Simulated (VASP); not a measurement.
Runs of VASP 6.6.1 on RbBr. The structure is that of space group Fm-3m (No. 225), or close to it. The cells are those of the table. 

| cell | smearing | gap on the mesh (eV) | pressure (GPa) |
| --- | --- | --- | --- |
| a = 4.847 Å, angles 60.0°, 2 atoms | gaussian 0.1 eV | (a) | 1.0 |
| a = 4.956 Å, angles 60.0°, 2 atoms | gaussian 0.1 eV | 4.20 | 0.1 |
| a = 4.940 Å, angles 119.6, 119.6, 90.6°, 2 atoms | gaussian 0.15 eV | 4.20 | 0.1 |
| a = 4.936 Å, angles 60.0°, 2 atoms | gaussian 0.15 eV | 4.23 | 0.2 |

Alike in all rows: task single point; level PBE; potentials or basis VASP PAW PBE potentials, release 64 (Rb_sv, Br); no spin polarisation; k mesh 4 × 4 × 4; cutoff (eV) 500.

Question: Estimate the missing entries.

Answer: (a) 4.36.

Caveats: some runs use coarse meshes.

A k mesh can miss the band edges, and the runs leave out spin-orbit coupling on Br, Rb.
